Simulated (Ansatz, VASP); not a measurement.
# GdN in VASP and in Ansatz

```
CELL_PARAMETERS angstrom
0.00000 2.65230 2.65230
2.65230 0.00000 2.65230
2.65230 2.65230 0.00000
ATOMIC_POSITIONS crystal
Gd 0.00000 0.00000 0.00000
N 0.25000 0.25000 0.25000
```

Alike in both runs: task relaxation of cell and atoms; functional PBE; k mesh 12 × 12 × 12; occupations fermi-dirac, width 0.03 eV; collinear spin.

```csv
,VASP,Ansatz
version,VASP 6.6.1,Ansatz 0.2.0
potentials or method,"VASP PAW PBE potentials, release 64 (Gd, N)","PAW with Ansatz's default frozen-core files, scalar-relativistic"
plane-wave cutoff (eV),600,420
valence electrons in the cell,23,23
```

```tsv
	VASP	Ansatz	Ansatz less VASP
gap on the k mesh at the Fermi level, each at its own relaxed structure (eV)	1.19	1.17	-0.012
net moment per atom (μB)	3.50	3.50	0.000
size of the moment on the site where the two differ most (μB)	6.79	6.79	+0.006
relaxed volume (Å³/atom)	19.03	19.00	-0.025
relaxed length of the cell vector where the two differ most in proportion (Å)	3.775	3.774	-0.0017
```

Site moments also hang on the region over which each program counts them.

Spin-orbit coupling is off throughout.
